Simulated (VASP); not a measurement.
The system is TiC.

```
Ti C
1.0
     0.00000    2.16572    2.16572
     2.16572    0.00000    2.16572
     2.16572    2.16572    0.00000
Ti C
1 1
Cartesian
  0.0000 0.0000 0.0000
  2.1657 2.1657 2.1657
```

```yaml
Program: VASP 6.6.1
Task: relaxation of cell and atoms
Functional: PBEsol
Potentials_or_basis: VASP PAW PBE potentials, release 64 (Ti_sv, C)
Cutoff: 600 eV
k_mesh: 16 × 16 × 16
Occupations: gaussian, width 0.1 eV
Spin: no spin polarisation
```

At the start: pressure -6.6 GPa; volume 10.16 Å³/atom.

Task: How do energy, volume and symmetry change on relaxing?

Result: Over 3 steps the energy falls by 5.5 meV/atom and the volume is 9.90 Å³/atom (-2.5 %); space group Fm-3m (No. 225, to 0.05 Å).

Step by step:
```csv
step,energy change (eV),largest force (eV/Å),pressure (GPa),volume (Å³)
1,0.0000,0.0000,-6.56,20.32
2,0.0094,0.0000,9.86,19.12
3,-0.0109,0.0000,-0.06,19.80
```

Final structure:
```xyz
2
Lattice="0.0000 2.1472 2.1472 2.1472 0.0000 2.1472 2.1472 2.1472 0.0000" Properties=species:S:1:pos:R:3 pbc="T T T"
Ti    0.0000    0.0000    0.0000
C     2.1472    2.1472    2.1472
```

Caveat: the PAW data sets were made with another functional, which shifts forces and pressure a little.
